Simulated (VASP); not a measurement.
Wanted: the native input for a VASP 6.6.1 run.

* Task: single point
* Functional: PBE
* Potentials or basis: VASP PAW PBE potentials, release 64 (Si)
* Cutoff: 520 eV
* k mesh: 8 × 8 × 8
* Occupations: gaussian, width 0.02 eV
* Spin: no spin polarisation
* Dipole correction: no
* Further INCAR settings: ALGO = Normal; EDIFF = 1e-06; NBANDS = 11

The structure of Si lies in POSCAR:

```
Si
1.0
    0.0000000000      2.7347775075      2.7347775075
    2.7347775075      0.0000000000      2.7347775075
    2.7347775075      2.7347775075      0.0000000000
Si
2
Direct
    0.2500000000      0.2500000000      0.2500000000
    0.0000000000      0.0000000000      0.0000000000
```

These files were run (other wordings do the same):

INCAR

```
SYSTEM = Si
ALGO = Normal ; EDIFF = 1E-6
ENCUT = 520 ; GGA = PE
ISIF = 2 ; ISMEAR = 0
LASPH = .True. ; LCHARG = .False.
LREAL = .False. ; LWAVE = .False.
NBANDS = 11 ; NELM = 60
PREC = Accurate ; SIGMA = 0.02
```

KPOINTS

```
k-points
0
Gamma
  8 8 8
  0 0 0
```

Potentials or basis: VASP PAW PBE potentials, release 64 (Si).

Run with:

```bash
$ cat potpaw_PBE.64/Si/POTCAR > POTCAR
$ mpirun -np 1 vasp_std > vasp.out
```

It gave:

- Pressure: 0.0 GPa
- Band gap on the k mesh: 0.65 eV, indirect (least direct gap 2.56 eV)

It took 8.2 s on 1 thread of Intel(R) Xeon(R) Platinum 8559C (Emerald Rapids), on a shared host, peak memory 0.15 GiB.
